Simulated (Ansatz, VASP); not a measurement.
One calculation of K, two programs

The input INCAR:

```
PREC = Accurate
ENCUT = 520
EDIFF = 1E-6
ISMEAR = -1
SIGMA = 0.08
LREAL = False
LASPH = True
NELM = 100
ALGO = Normal
ISIF = 2
LWAVE = False
LCHARG = False
GGA = PS
NBANDS = 10
```

Contents of KPOINTS:

```
Automatic mesh
0
Gamma
  10 10 10
```

Contents of POSCAR:

```
K
1.0
   -2.5656400000      2.5656400000      2.6180000000
    2.5656400000     -2.5656400000      2.6180000000
    2.5656400000      2.5656400000     -2.6180000000
K
1
Direct
    0.0000000000      0.0000000000      0.0000000000
```

Input for Ansatz:

```yaml
crystal:
  lattice:
    - [-2.56564, 2.56564, 2.618]
    - [2.56564, -2.56564, 2.618]
    - [2.56564, 2.56564, -2.618]
  atoms:
    - { symbol: K, position: [0.0, 0.0, 0.0] }
kpoints:
  mp_grid: { grid: [10, 10, 10] }
  band_path:
    path:
      - [0.0, 0.0, 0.0]
      - [0.0, 0.0, 0.5]
      - [0.25, 0.25, 0.25]
      - [0.0, 0.5, 0.0]
      - [0.0, 0.0, 0.0]
      - [0.5, 0.5, -0.5]
      - [0.4901, 0.5099, -0.4901]
      - [-0.4901, 0.4901, 0.4901]
      - [0.0, 0.0, 0.0]
    npoints: 5
scf:
  occupations: { method: fermi_dirac, width: 0.08 }
hamiltonian:
  xc: pbesol
  pseudopotentials: { kind: all_electron, lapw: { basis_error: 0.0005 } }
output:
  forces: true
  stress: true
  eigenvalues: true
```

Change from the starting cell: equal xx and yy strain of -2 %.

Alike in both runs: task single point; functional PBEsol; k mesh 10 × 10 × 10; occupations fermi-dirac, width 0.08 eV; no spin polarisation.

|  | VASP | Ansatz |
| --- | --- | --- |
| version | VASP 6.6.1 | Ansatz 0.2.0 |
| potentials or method | VASP PAW PBE potentials, release 64 (K_sv), cutoff 520 eV | all-electron LAPW, scalar-relativistic |

|  | VASP | Ansatz | Ansatz less VASP |
| --- | --- | --- | --- |
| pressure (GPa) | 0.1 | 0.1 | +0.01 |

VASP's potentials were made for PBE, not for PBEsol. Ansatz ran all-electron here, and VASP with PAW potentials.
